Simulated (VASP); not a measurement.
Wanted: the native input for a VASP 6.6.1 run.

```yaml
Task: single point
Functional: PBE
Potentials_or_basis: VASP PAW PBE potentials, release 64 (Rb_sv, Na_pv, Te)
Cutoff: 520 eV
k_mesh: 6 × 6 × 4
Occupations: gaussian, width 0.02 eV
Spin: no spin polarisation
Dipole_correction: no
Further_INCAR_settings: ALGO = Normal; EDIFF = 1e-06; NBANDS = 30
```

The structure of RbNa3Te2 lies in POSCAR:

```
RbNa3Te2
1.0
    5.2946067677      0.0000000000      0.0000000000
   -2.6473033838      4.5852639639      0.0000000000
    0.0000000000      0.0000000000      8.7545425454
Rb Na Te
1 3 2
Direct
    0.0000000000      0.0000000000      0.0000000000
    0.3333333333      0.6666666667      0.3421063229
    0.6666666667      0.3333333333      0.6578936771
    0.0000000000      0.0000000000      0.5000000000
    0.3333333333      0.6666666667      0.7136519910
    0.6666666667      0.3333333333      0.2863480090
```

These files were run (other wordings do the same):

INCAR

```
ALGO = Normal
EDIFF = 1E-6
ENCUT = 520
GGA = PE
ISIF = 2
ISMEAR = 0
LASPH = True
LCHARG = False
LREAL = False
LWAVE = False
NBANDS = 30
NELM = 100
PREC = Accurate
SIGMA = 0.02
```

KPOINTS

```
k-points
0
Gamma
  6 6 4
```

Potentials or basis: VASP PAW PBE potentials, release 64 (Rb_sv, Na_pv, Te).

Command:

```sh
$ cat potpaw_PBE.64/Rb_sv/POTCAR potpaw_PBE.64/Na_pv/POTCAR potpaw_PBE.64/Te/POTCAR > POTCAR
$ mpirun -np 1 vasp_std > vasp.out
```

It gave:

```
Pressure               : -0.4 GPa
Largest force          : 0.007 eV/Å
Band gap on the k mesh : 1.63 eV
```

Caveat: spin-orbit coupling is left out, which moves the levels of the heavy elements.

It took 3.7 min on 1 thread of Intel(R) Xeon(R) Platinum 8259CL CPU @ 2.50GHz (Skylake/Cascade Lake), with other jobs on the host, peak memory 0.39 GiB.
